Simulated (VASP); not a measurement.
Write the native input for VASP 6.6.1 that does the following.

- Task: single point
- Functional: PBE
- Potentials or basis: VASP PAW PBE potentials, release 64 (Sb, O)
- Cutoff: 520 eV
- k mesh: 6 × 6 × 6
- Occupations: gaussian, width 0.1 eV
- Spin: no spin polarisation
- Dipole correction: no
- Further INCAR settings: ALGO = Fast; EDIFF = 1e-07; NBANDS = 22

The structure of SbO4 lies in POSCAR:

```
SbO4
1.0
   -1.9676507603      1.9676507603      4.4820259690
    1.9676507603     -1.9676507603      4.4820259690
    1.9676507603      1.9676507603     -4.4820259690
Sb O
1 4
Direct
    0.0000000000      0.0000000000      0.0000000000
    0.7793940568      0.7793940568      0.0000000000
    0.5000000000      0.0000000000      0.5000000000
    0.0000000000      0.5000000000      0.5000000000
    0.2206059432      0.2206059432      0.0000000000
```

The cell was generated, and may not be a known phase.

One way to write it, as run:

INCAR

```
PREC = Accurate
ENCUT = 520
EDIFF = 1E-7
ISMEAR = 0
SIGMA = 0.1
LREAL = False
LASPH = True
NELM = 100
ALGO = Fast
ISIF = 2
LWAVE = False
LCHARG = False
GGA = PE
NBANDS = 22
```

KPOINTS

```
regular mesh
0
Gamma
  6 6 6
```

Potentials or basis: VASP PAW PBE potentials, release 64 (Sb, O).

Command:

```bash
$ cat potpaw_PBE.64/Sb/POTCAR potpaw_PBE.64/O/POTCAR > POTCAR
$ mpirun -np 1 vasp_std > vasp.out
```

It gave:

```yaml
Pressure: 0.2 GPa
Largest_force: 0.051 eV/Å
Band_gap_on_the_k_mesh: zero (an odd number of electrons rules out a gap without spin polarisation)
```

Caveat: spin-orbit coupling is left out, which moves the levels of the heavy elements; an odd number of electrons without spin polarisation forces a metal; a magnetic or distorted state may lie lower.

Run time: 66 s on 1 thread of Oxide Virtual Turin-like Processor, with other jobs on the host, peak memory 0.21 GiB.
